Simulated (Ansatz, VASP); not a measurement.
**One calculation of C, two programs**

The input INCAR:

```
  PREC = Accurate
  ENCUT = 520
  EDIFF = 1E-7
  ISMEAR = -1
  SIGMA = 0.05
  LREAL = F
  LASPH = T
  NELM = 80
  ALGO = Normal
  ISIF = 2
  LWAVE = F
  LCHARG = F
  GGA = PS
  NBANDS = 11
```

The input KPOINTS:

```
Automatic mesh
0
Gamma
  18 18 18
```

POSCAR

```
C
1.0
    0.0000000000      2.1908100000      3.3480000000
    1.2648400000      0.0000000000      3.3480000000
    1.2648400000      2.1908100000      0.0000000000
C
2
Direct
    0.1666700000      0.8333300000      0.1666700000
    0.8333300000      0.1666700000      0.8333300000
```

Input for Ansatz:

```yaml
crystal:
  lattice:
    - [0.0, 2.19081, 3.348]
    - [1.26484, 0.0, 3.348]
    - [1.26484, 2.19081, 0.0]
  atoms:
    - { symbol: C, position: [0.16667, 0.83333, 0.16667] }
    - { symbol: C, position: [0.83333, 0.16667, 0.83333] }
kpoints:
  mp_grid: { grid: [18, 18, 18] }
  band_path:
    path:
      - [0.0, 0.0, 0.0]
      - [0.5, 0.0, 0.5]
      - [1.0, 0.5, 0.5]
      - [0.5, 0.5, 0.0]
      - [0.0, 0.0, 0.0]
      - [0.0, 0.3690113422, 0.3690113422]
      - [1.0, 0.6309886578, 0.6309886578]
      - [1.0, 0.5, 0.5]
      - [0.5, 0.0, 0.5]
    npoints: 5
scf:
  occupations: { method: fermi_dirac, width: 0.05 }
hamiltonian:
  xc: pbesol
  pseudopotentials: { kind: all_electron, lapw: { basis_error: 0.00025 } }
output:
  forces: true
  stress: true
  eigenvalues: true
```

Change from the starting cell: equal xx and yy strain of +3 %.

Alike in both runs: task single point; functional PBEsol; k mesh 18 × 18 × 18; occupations fermi-dirac, width 0.05 eV; no spin polarisation.

|  | VASP | Ansatz |
| --- | --- | --- |
| version | VASP 6.6.1 | Ansatz 0.2.0 |
| potentials or method | VASP PAW PBE potentials, release 64 (C), cutoff 520 eV | all-electron LAPW, scalar-relativistic |

```tsv
	VASP	Ansatz	Ansatz less VASP
pressure (GPa)	-20.1	-20.7	-0.61
traceless stress, the component that is largest in VASP (GPa)	21.88	22.56	+0.672
```

VASP's potentials were made for PBE, not for PBEsol. Ansatz ran all-electron here, and VASP with PAW potentials.
